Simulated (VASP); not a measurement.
Write the native input for VASP 6.6.1 that does the following.

```yaml
Task: relaxation of volume and atoms at fixed shape
Functional: LDA
Potentials_or_basis: VASP PAW LDA potentials, release 64 (Ti_sv, Nb_sv)
Cutoff: 600 eV
k_mesh: 6 × 6 × 6
Occupations: methfessel-paxton, width 0.1 eV
Spin: no spin polarisation
Dipole_correction: no
Further_INCAR_settings: ALGO = Normal; EDIFF = 1e-06; IBRION = 2; EDIFFG = -0.01; NSW = 80; ISIF = 8
```

The structure of TiNb lies in POSCAR:

```
TiNb
1.0
    4.1600000000      0.0000000000      0.0000000000
    0.0000000000      4.1600000000      0.0000000000
    0.0000000000      0.0000000000      4.1600000000
Ti Nb
2 2
Direct
    0.0000000000      0.0000000000      0.0000000000
    0.0000000000      0.5000000000      0.5000000000
    0.5000000000      0.0000000000      0.5000000000
    0.5000000000      0.5000000000      0.0000000000
```

One way to write it, as run:

INCAR

```
SYSTEM = TiNb
PREC = Accurate ; ENCUT = 600
EDIFF = 1E-6 ; ISMEAR = 1
SIGMA = 0.1 ; LREAL = .False.
LASPH = .True. ; NELM = 100
ALGO = Normal ; ISIF = 8
LWAVE = .False. ; LCHARG = .False.
IBRION = 2 ; NSW = 80
EDIFFG = -0.01
```

KPOINTS

```
Automatic mesh
0
Gamma
  6 6 6
  0 0 0
```

Potentials or basis: VASP PAW LDA potentials, release 64 (Ti_sv, Nb_sv).

The run is started by

```sh
$ cat potpaw_LDA.64/Ti_sv/POTCAR potpaw_LDA.64/Nb_sv/POTCAR > POTCAR
$ mpirun -np 1 vasp_std > vasp.out
```

Results of the run:

| Quantity | Value |
| --- | --- |
| Relaxed volume | 16.72 Å³/atom |
| Relaxed cell | a = 4.059 Å, b = 4.059 Å, c = 4.059 Å, α = 90.00°, β = 90.00°, γ = 90.00° |
| Space group after relaxing (to 0.05 Å) | P4/mmm (No. 123) |
| Energy gained by relaxing | 40.5 meV/atom |
| Ionic steps | 4 |
| Pressure after relaxing | 0.0 GPa |
| Band gap on the k mesh | zero (band 25 reaches 11.23 eV, above the bottom of band 26 at 9.61 eV) |

Wall time 2.4 min on 1 thread of Intel(R) Xeon(R) 6975P-C (Granite Rapids), on a shared host, peak memory 0.24 GiB.
